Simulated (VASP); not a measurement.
**ZnO: single point with PBE-based screened hybrid with 50 % exact exchange**

ZnO:

```
Zn O
1.0
     3.24931    0.00000    0.00000
    -1.62465    2.81398    0.00000
     0.00000    0.00000    5.20571
Zn O
2 2
Direct
  0.66667 0.33333 0.00000
  0.33333 0.66667 0.50000
  0.33333 0.66667 0.87901
  0.66667 0.33333 0.37901
```

```
Program                            : VASP 6.6.1
Task                               : single point
Functional                         : PBE-based screened hybrid with 50 % exact exchange
Potentials or basis                : VASP PAW PBE potentials, release 64 (Zn, O)
Cutoff                             : 520 eV
k mesh                             : 5 × 5 × 3
Occupations                        : fermi-dirac, width 0.05 eV
Spin                               : no spin polarisation
Dipole correction                  : no
Grid for exact exchange (PRECFOCK) : Normal
Share of exact exchange            : 0.5
Further INCAR settings             : ALGO = Normal; EDIFF = 1e-06; NBANDS = 26
Screening parameter                : 0.20787 1/Å
```

- Pressure: -1.9 GPa
- Largest force: 0.091 eV/Å
- Band gap on the k mesh: 4.30 eV

Forces in eV/Å, atoms in the order of the input:
```
Zn   0.000  0.000 -0.091
Zn   0.000  0.000 -0.091
O    0.000  0.000  0.091
O    0.000  0.000  0.091
```

Stress tensor (GPa, compression positive):
```
-2.25  0.00  0.00
 0.00 -2.25  0.00
 0.00  0.00 -1.19
```

Levels at points of the mesh, in eV from the valence-band top:
```csv
k point,band 14,band 15,band 16,band 17,band 18,band 19,band 20,band 21,band 22,band 23
"(0.00, 0.00, 0.00)",-0.90,-0.90,-0.05,0.00,0.00,4.30,9.24,12.43,17.14,17.14
```

It took 25 min on 1 × NVIDIA H100 80GB with 1 thread of AMD EPYC 7R13 Processor (Zen 3) (shared host), peak memory 1.2 GiB.

Caveat: the k points lie up to 0.45 Å⁻¹ apart; the PAW data sets were made with another functional, which shifts forces and pressure a little.
